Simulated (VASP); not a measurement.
A run of VASP 6.6.1 is set up as follows.

The input INCAR:

```
PREC = Accurate
ENCUT = 520
EDIFF = 1E-7
ISMEAR = 0
SIGMA = 0.1
LREAL = F
LASPH = T
NELM = 60
ALGO = Normal
ISIF = 2
LWAVE = F
LCHARG = T
GGA = PE
LELF = T
LVHAR = T
NBANDS = 22
```

KPOINTS

```
regular mesh
0
Gamma
  6 6 4
```

The input POSCAR:

```
Si5Se
1.0
    4.7780597600      0.0000000000      0.0000000000
   -2.3890298800      4.1379211300      0.0000000000
    0.0000000000      0.0000000000      6.0293162300
Si Se
5 1
Direct
    0.3394410600      0.0000000000      0.0000000000
    0.0000000000      0.3394410600      0.0000000000
    0.6605589400      0.6605589400      0.0000000000
    0.3333333300      0.6666666700      0.0000000000
    0.6666666700      0.3333333300      0.0000000000
    0.0000000000      0.0000000000      0.5000000000
```

Potentials or basis: VASP PAW PBE potentials, release 64 (Si, Se).

Run with:

```bash
$ cat potpaw_PBE.64/Si/POTCAR potpaw_PBE.64/Se/POTCAR > POTCAR
$ mpirun -np 1 vasp_std > vasp.out
```

**Question.** Predict the band gap on the k mesh.

**Answer.** Zero (band 13 reaches 4.62 eV, above the bottom of band 14 at 3.98 eV).

**Question.** Predict the largest force.

**Answer.** 33.077 eV/Å.

**Question.** Estimate the pressure.

**Answer.** 140.2 GPa.

Forces on the atoms (eV/Å):
```
Si  -33.077   0.000   0.000
Si   16.538 -28.645   0.000
Si   16.538  28.645   0.000
Si    0.000   0.000   0.000
Si    0.000   0.000   0.000
Se    0.000   0.000   0.000
```

Caveat: forces of over 1 eV/Å act on the atoms, so gaps and moduli don't describe the material at rest.
